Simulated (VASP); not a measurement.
# HgRuPt3 (P4mm) in VASP: relaxation of cell and atoms with PBE

Aim: the relaxation of cell and atoms of HgRuPt3 with PBE.

Everything below comes from runs of VASP 6.6.1. Logs are shortened: lines on timing, memory, paths and dates and some standing lists are left out, and cuts for length are marked.

### Step 1. The cell of the first run

Symmetry: P4mm, No. 99, tetragonal system. The conventional cell has a = 4.744 Å, b = 4.744 Å, c = 5.495 Å, α = 90.00°, β = 90.00°, γ = 90.00°. Hg (site symmetry 4mm) has 6 Pt at 2.64 to 3.11 Å and 4 Ru at 3.55 Å within 3.6 Å. Ru (site symmetry 4mm) has 4 Pt at 2.52 Å within 3.3 Å. Within 3.3 Å of Pt (site symmetry 4mm) lie 4 Pt at 2.52 Å and 2 Hg at 2.64 to 2.85 Å. Pt (site symmetry 2mm) has 6 Pt at 2.52 to 3.35 Å and 2 Ru at 2.52 Å and 2 Hg at 3.11 Å within 3.4 Å.

### Step 2. Relaxation of cell and atoms, PBE

File INCAR:

```
SYSTEM = HgRuPt3
PREC     = Accurate       ! precision mode
ENCUT    = 600            ! plane-wave cutoff, eV
EDIFF    = 1E-7           ! SCF threshold, eV
ISMEAR   = 0              ! smearing method
SIGMA    = 0.1            ! smearing width, eV
LREAL    = .False.        ! projectors in reciprocal space
LASPH    = .True.         ! aspherical terms in the spheres
NELM     = 60             ! most SCF steps
ALGO     = Fast           ! electronic algorithm
ISIF     = 3              ! what is computed and relaxed
LWAVE    = .False.        ! write WAVECAR
LCHARG   = .False.        ! write CHGCAR
GGA      = PE             ! functional
IBRION   = 2              ! ionic algorithm
NSW      = 100            ! ionic steps
EDIFFG   = -0.01          ! ionic threshold
```

File KPOINTS:

```
regular mesh
0
Gamma
  8 8 8
  0 0 0
```

File POSCAR:

```
HgRuPt3
1.0
    4.7439043639      0.0000000000      0.0000000000
    0.0000000000      4.7439043639      0.0000000000
    0.0000000000      0.0000000000      5.4949375804
Hg Ru Pt
1 1 3
Direct
    0.5000000000      0.5000000000      0.1988981988
    0.0000000000      0.0000000000      0.4116651715
    0.5000000000      0.5000000000      0.7181665170
    0.0000000000      0.5000000000      0.5656350563
    0.5000000000      0.0000000000      0.5656350563
```

Potentials or basis: VASP PAW PBE potentials, release 64 (Hg, Ru_pv, Pt).

Started as:

```bash
$ cat potpaw_PBE.64/Hg/POTCAR potpaw_PBE.64/Ru_pv/POTCAR potpaw_PBE.64/Pt/POTCAR > POTCAR
$ mpirun -np 1 vasp_std > vasp.out
```

OUTCAR:

```text
SYSTEM = HgRuPt3
   PREC = Accurate
   ENCUT = 600
   EDIFF = 1E-7
   ISMEAR = 0
   LREAL = .False.
   LASPH = .True.
   NELM = 60
   ISIF = 3
   GGA = PE
   IBRION = 2
   NSW = 100
   EDIFFG = -0.01

 ion  position               nearest neighbor table
   1  0.500  0.500  0.199-   3 2.64   3 2.85   4 3.11   5 3.11   5 3.11   4 3.11   2 3.55   2 3.55
                             2 3.55   2 3.55
   2  0.000  0.000  0.412-   4 2.52   5 2.52   4 2.52   5 2.52   1 3.55   1 3.55   1 3.55   1 3.55

   3  0.500  0.500  0.718-   4 2.52   5 2.52   5 2.52   4 2.52   1 2.64   1 2.85
   4  0.000  0.500  0.566-   3 2.52   3 2.52   2 2.52   2 2.52   1 3.11   1 3.11   5 3.35   5 3.35
                             5 3.35   5 3.35
   5  0.500  0.000  0.566-   3 2.52   3 2.52   2 2.52   2 2.52   1 3.11   1 3.11   4 3.35   4 3.35
                             4 3.35   4 3.35

  LATTYP: Found a simple tetragonal cell.
 ALAT       =     4.7439043639
 C/A-ratio  =     1.1583154210

  Lattice vectors:

 A1 = (   4.7439043639,   0.0000000000,   0.0000000000)
 A2 = (   0.0000000000,   4.7439043639,   0.0000000000)
 A3 = (   0.0000000000,   0.0000000000,   5.4949375804)

Analysis of symmetry for initial positions (statically):
=====================================================================
 Subroutine PRICEL returns:
 Original cell was already a primitive cell.

 Routine SETGRP: Setting up the symmetry group for a
 simple tetragonal supercell.

 Subroutine GETGRP returns: Found  8 space group operations
 (whereof  8 operations were pure point group operations)
 out of a pool of 16 trial point group operations.

The static configuration has the point symmetry C_4v.

Analysis of symmetry for dynamics (positions and initial velocities):
=====================================================================
 Subroutine PRICEL returns:
 Original cell was already a primitive cell.

 Routine SETGRP: Setting up the symmetry group for a
 simple tetragonal supercell.

 Subroutine GETGRP returns: Found  8 space group operations
 (whereof  8 operations were pure point group operations)
 out of a pool of 16 trial point group operations.

The dynamic configuration has the point symmetry C_4v.

 Subroutine INISYM returns: Found  8 space group operations
 (whereof  8 operations are pure point group operations),
 and found     1 'primitive' translations

----------------------------------------------------------------------------------------

                                     Primitive cell

  volume of cell :     123.6615

  direct lattice vectors                    reciprocal lattice vectors
     4.743904364  0.000000000  0.000000000     0.210796830  0.000000000  0.000000000
     0.000000000  4.743904364  0.000000000     0.000000000  0.210796830  0.000000000
     0.000000000  0.000000000  5.494937580     0.000000000  0.000000000  0.181985689

  length of vectors
     4.743904364  4.743904364  5.494937580     0.210796830  0.210796830  0.181985689

  position of ions in fractional coordinates (direct lattice)
     0.500000000  0.500000000  0.198898199
     0.000000000  0.000000000  0.411665171
     0.500000000  0.500000000  0.718166517
     0.000000000  0.500000000  0.565635056
     0.500000000  0.000000000  0.565635056

  ion indices of the primitive-cell ions
   primitive index   ion index
                 1           1
                 2           2
                 3           3
                 4           4
                 5           5

----------------------------------------------------------------------------------------

 KPOINTS: regular mesh

Automatic generation of k-mesh.
 Grid dimensions read from file:
 generate k-points for:    8    8    8

 Generating k-lattice:

  Cartesian coordinates                     Fractional coordinates (reciprocal lattice)
     0.026349604  0.000000000  0.000000000     0.125000000  0.000000000  0.000000000
     0.000000000  0.026349604  0.000000000     0.000000000  0.125000000  0.000000000
     0.000000000  0.000000000  0.022748211     0.000000000  0.000000000  0.125000000

  Length of vectors
     0.026349604  0.026349604  0.022748211

  Shift w.r.t. Gamma in fractional coordinates (k-lattice)
     0.000000000  0.000000000  0.000000000

 Subroutine IBZKPT returns following result:
 ===========================================

 Found     75 irreducible k-points:

 Following reciprocal coordinates:
            Coordinates               Weight
  0.000000  0.000000  0.000000      1.000000
  0.125000  0.000000  0.000000      4.000000
  0.250000  0.000000  0.000000      4.000000
  0.375000  0.000000  0.000000      4.000000
  0.500000  0.000000  0.000000      2.000000
  0.125000  0.125000  0.000000      4.000000
[... 16 lines left out ...]
  0.375000  0.125000  0.125000     16.000000
  0.500000  0.125000  0.125000      8.000000
 [... further k-points ...]
   k-points           NKPTS =     75   k-points in BZ     NKDIM =     75   number of bands    NBANDS=     33
   number of dos      NEDOS =    301   number of ions     NIONS =      5
   total plane-waves  NPLWV =  76800
   dimension x,y,z NGX =    40 NGY =   40 NGZ =   48
   dimension x,y,z NGXF=    80 NGYF=   80 NGZF=   96
   ions per type =               1   1   3
   NGX,Y,Z   is equivalent  to a cutoff of  14.02, 14.02, 14.52 a.u.
   NGXF,Y,Z  is equivalent  to a cutoff of  28.04, 28.04, 29.04 a.u.
 SYSTEM =  HgRuPt3
   PREC   = accura    normal or accurate (medium, high low for compatibility)
   ISTART =      0    job   : 0-new  1-cont  2-samecut
   ICHARG =      2    charge: 1-file 2-atom 10-const
   ISPIN  =      1    spin polarized calculation?
   LNONCOLLINEAR =      F non collinear calculations
   LSORBIT =      F    spin-orbit coupling
   LASPH  =      T    aspherical Exc in radial PAW
   ENCUT  =  600.0 eV  44.10 Ry    6.64 a.u.   9.47  9.47 10.97*2*pi/ulx,y,z
   NELM   =     60;   NELMIN=  2; NELMDL= -5     # of ELM steps
   EDIFF  = 0.1E-06   stopping-criterion for ELM
   LREAL  =      F    real-space projection
   EDIFFG = -.1E-01   stopping-criterion for IOM
   NSW    =    100    number of steps for IOM
   IBRION =      2    ionic relax: 0-MD 1-quasi-New 2-CG
   NFREE  =      1    steps in history (QN), initial steepest desc. (CG)
   ISIF   =      3    stress and relaxation
   ISYM   =      2    0-nonsym 1-usesym 2-fastsym
   POTIM  = 0.5000    time-step for ionic-motion
   TEBEG  =    0.0;   TEEND  =   0.0 temperature during run
   PSTRESS=    0.0 pullay stress
   NELECT =      56.0000    total number of electrons
   NUPDOWN=      -1.0000    fix difference up-down
   EMIN   =  10.00;   EMAX   =-10.00  energy-range for DOS
   EFERMI =   0.00;   METHOD = LEGACY
   ISMEAR =     0;   SIGMA  =   0.10  broadening in eV -4-tet -1-fermi 0-gaus
   EFERMI_NEDOS =   21; number of points for ismear=-14 and -15
   IALGO  =     68    algorithm
   IMIX   =      4    mixing-type and parameters
     AMIX     =   0.40;   BMIX     =  1.00
     AMIX_MAG =   1.60;   BMIX_MAG =  1.00
  volume/ion in A,a.u.               =      24.73       166.90
  Fermi-wavevector in a.u.,A,eV,Ry     =   1.257166  2.375699 21.503551  1.580466
  Thomas-Fermi vector in A             =   2.390838
   LORBIT       =      0    0 simple, 1 ext, 2 COOP (PROOUT), +10 PAW based schemes
   GGA     = PE    functional components
   LHFCALC =     F    Hartree Fock is set to
   AEXX    =    0.0000 exact exchange contribution
   IVDW    =     0    specifies the selected vdW correction
   LEPSILON=     F    determine dielectric tensor
   LRPA    =     F    only Hartree local field effects (RPA)
 conjugate gradient relaxation of ions
 non-spin polarized calculation
 RMM-DIIS sequential band-by-band and
 Gauss-broadening in eV      SIGMA  =   0.10
  energy-cutoff  :      600.00
  volume of cell :      123.66
 maximum number of plane-waves:      4153
 NGX is ok and might be reduce to    40
   NGX = 19   NGY = 19   NGZ = 21

--------------------------------------- Ionic step        1  -------------------------------------------

 number of electron      56.0000003 magnetization

 Free energy of the ion-electron system (eV)
  ---------------------------------------------------
  ext. energy  EPLUGINS =         0.00000000
  ---------------------------------------------------
  free energy    TOTEN  =       -23.53346069 eV

  energy without entropy =      -23.49411536  energy(sigma->0) =      -23.51378803

------------------------ aborting loop because EDIFF is reached ----------------------------------------

  FORCE on cell =-STRESS in cart. coord.  units (eV):
  Direction    XX          YY          ZZ          XY          YZ          ZX
  --------------------------------------------------------------------------------------
  -------------------------------------------------------------------------------------
  Total        0.2029498      0.2029498      0.6410226      0.0000000      0.0000000     -0.0000000
  in kB        2.6294478      2.6294478      8.3051856      0.0000000      0.0000000     -0.0000000
  external PRESSURE =       4.5213604 kB  Pullay stress =       0.0000000 kB
[... 219 lines left out ...]
  energy  without entropy=      -23.5000956151  energy(sigma->0) =      -23.51876676

--------------------------------------- Ionic step        7  -------------------------------------------

 number of electron      56.0000002 magnetization

 Free energy of the ion-electron system (eV)
  ---------------------------------------------------
  ext. energy  EPLUGINS =         0.00000000
  ---------------------------------------------------
  free energy    TOTEN  =       -23.53745737 eV

  energy without entropy =      -23.50023816  energy(sigma->0) =      -23.51884776

 E-fermi :   4.3326     XC(G=0): -10.0797

 val. band max:        4.3311722330   @ k =   0.3750   0.1250   0.3750
 cond. band min:       4.3367443568   @ k =   0.3750   0.3750   0.1250
 fundamental gap:      0.0055721238
 Fermi energy:         4.3325605755

 k-point     1 :       0.0000    0.0000    0.0000
  band No.  band energies     occupation
      1     -38.1248      2.00000
      2     -38.1248      2.00000
      3     -37.6849      2.00000
      4      -3.9668      2.00000
      5      -2.5104      2.00000
      6      -2.4220      2.00000
[... 853 lines left out ...]
     32       6.8250      0.00000
     33       6.9084      0.00000

 [... further k-points ...]

------------------------ aborting loop because EDIFF is reached ----------------------------------------

  FORCE on cell =-STRESS in cart. coord.  units (eV):
  Direction    XX          YY          ZZ          XY          YZ          ZX
  --------------------------------------------------------------------------------------
  -------------------------------------------------------------------------------------
  Total       -0.0074363     -0.0074363      0.0009314      0.0000000      0.0000000     -0.0000000
  in kB       -0.0958656     -0.0958656      0.0120070      0.0000000      0.0000000     -0.0000000
  external PRESSURE =      -0.0599081 kB  Pullay stress =       0.0000000 kB
[... 20 lines left out ...]
  FREE ENERGIE OF THE ION-ELECTRON SYSTEM (eV)
  ---------------------------------------------------
  free  energy   TOTEN  =       -23.5374573699 eV

  energy  without entropy=      -23.5002381600  energy(sigma->0) =      -23.51884776

 reached required accuracy - stopping structural energy minimisation
```

It took 51 min on 1 thread of Intel Xeon 8259CL, shared host; peak memory 0.56 GiB.

What came out:

* Free energy: -23.5375 eV
* Relaxed volume: 24.86 Å³/atom
* Relaxed cell: a = 4.740 Å, b = 4.740 Å, c = 5.532 Å, α = 90.00°, β = 90.00°, γ = 90.00°
* Space group after relaxing (to 0.1 Å): P4mm (No. 99)
* Energy gained by relaxing: 0.8 meV/atom
* Ionic steps: 7
* Pressure after relaxing: 0.0 GPa
* Largest force after relaxing: 0.006 eV/Å
* Band gap on the k mesh: zero (bands 28 and 29 overlap by 0.59 eV)

Forces on the atoms (eV/Å):
```
Hg   0.000  0.000  0.002
Ru   0.000  0.000  0.002
Pt   0.000  0.000  0.006
Pt   0.000  0.000 -0.005
Pt   0.000  0.000 -0.005
```

Step by step:
```tsv
step	energy change (eV)	largest force (eV/Å)	pressure (GPa)	volume (Å³)
1	0.0000	0.1777	0.45	123.66
2	-0.0022	0.0463	-0.58	124.91
3	-0.0027	0.0550	-0.28	124.54
4	-0.0036	0.0984	0.10	124.25
5	-0.0038	0.0593	0.00	124.33
6	-0.0040	0.0215	-0.01	124.30
7	-0.0040	0.0065	-0.01	124.28
```

Final structure:
```
Hg Ru Pt
1.0
     4.73964    0.00000    0.00000
     0.00000    4.73964    0.00000
     0.00000    0.00000    5.53237
Hg Ru Pt
1 1 3
Direct
  0.50000 0.50000 0.19824
  0.00000 0.00000 0.40956
  0.50000 0.50000 0.71785
  0.00000 0.50000 0.56718
  0.50000 0.00000 0.56718
```

Levels at points of the mesh, in eV from the Fermi level:
```csv
k point,band 24,band 25,band 26,band 27,band 28,band 29,band 30,band 31,band 32,band 33
"(0.00, 0.00, 0.00)",-1.66,-1.50,-1.21,-1.21,0.53,0.71,0.75,1.28,1.28,1.34
"(0.50, 0.00, 0.00)",-1.30,-0.99,-0.64,-0.37,-0.13,0.42,0.47,1.35,2.68,2.70
"(0.50, 0.50, 0.00)",-0.59,-0.59,-0.44,-0.24,0.14,0.35,0.35,0.42,1.03,1.81
"(0.00, 0.00, 0.50)",-1.90,-1.66,-1.24,-1.24,-0.80,0.53,0.68,2.52,2.52,3.52
"(0.50, 0.00, 0.50)",-1.37,-1.29,-0.65,-0.52,-0.14,-0.06,0.33,0.84,1.26,4.61
"(0.50, 0.50, 0.50)",-0.81,-0.69,-0.69,-0.46,-0.05,0.43,0.51,0.51,0.76,1.02
```

Caveat: spin-orbit coupling is left out, which moves the levels of the heavy elements.
